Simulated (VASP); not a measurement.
Runs of VASP 6.6.1 on Ge. The structure is that of space group Fd-3m (No. 227), or close to it. The cells are those of the table. 

```tsv
task	cell	k mesh	cutoff (eV)	smearing	gap on the mesh (eV)	pressure (GPa)
single point	a = 4.000 Å, angles 60.0°, 2 atoms	6 × 6 × 6	520	gaussian 0.1 eV	none	-1.0
single point	a = 4.003 Å, angles 60.0°, 2 atoms	14 × 14 × 14	520	fermi-dirac 0.15 eV	none	(a)
single point	a = 3.977 Å, angles 60.0°, 2 atoms	14 × 14 × 14	520	fermi-dirac 0.15 eV	-	0.2
single point	a = 3.975 Å, angles 60.0°, 2 atoms	14 × 14 × 14	520	gaussian 0.1 eV	-	0.2
single point	a = 3.950 Å, angles 60.0°, 2 atoms	14 × 14 × 14	520	fermi-dirac 0.15 eV	0.19	1.8
relaxation of cell and atoms	relaxed from a = 3.975 Å, angles 60.0°, 2 atoms	14 × 14 × 14	600	fermi-dirac 0.15 eV	-	0.0
```

Alike in all rows: level LDA; potentials or basis VASP PAW LDA potentials, release 64 (Ge_d); no spin polarisation.

Task: Fill in the values left out.

Result: (a) -1.2.

A k mesh can miss the band edges, and the runs leave out spin-orbit coupling on Ge.

A gap of «none» marks levels without a gap at the run's occupations.
